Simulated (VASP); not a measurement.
## InTe3W: single point with PBE

InTe3W:

```
In Te W
1.0
     3.70816    2.14091    2.94815
    -3.70816    2.14091    2.94815
     0.00000   -4.28182    2.94815
In Te W
1 3 1
Direct
  0.50000 0.50000 0.50000
  0.07803 0.50000 0.92197
  0.92197 0.07803 0.50000
  0.50000 0.92197 0.07803
  0.00000 0.00000 0.00000
```

| Item | Value |
| --- | --- |
| Program | VASP 6.6.1 |
| Task | single point |
| Functional | PBE |
| Potentials or basis | VASP PAW PBE potentials, release 64 (In_d, Te, W_sv) |
| Cutoff | 500 eV |
| k mesh | 3 × 3 × 3 |
| Occupations | gaussian, width 0.1 eV |
| Spin | no spin polarisation |

```
Pressure      : 6.4 GPa
Largest force : 0.078 eV/Å
```

Forces on the atoms (eV/Å):
```
In   0.000  0.000  0.000
Te   0.039  0.068  0.000
Te  -0.078  0.000  0.000
Te   0.039 -0.068  0.000
W    0.000  0.000  0.000
```

Stress tensor (GPa, compression positive):
```
 4.59  0.00  0.00
 0.00  4.59  0.00
 0.00  0.00 10.09
```

Levels at points of the mesh, in eV from the Fermi level:
| k point | band 20 | band 21 | band 22 | band 23 | band 24 | band 25 |
| --- | --- | --- | --- | --- | --- | --- |
| (0.00, 0.00, 0.00) | -1.95 | -1.95 | -0.85 | 0.16 | 0.16 | 0.29 |

Wall time 16 s on 1 thread of Intel(R) Xeon(R) 6975P-C (Granite Rapids), with other jobs on the host, peak memory 0.24 GiB.

Caveat: the k points lie up to 0.40 Å⁻¹ apart; spin-orbit coupling is left out, which moves the levels of the heavy elements.
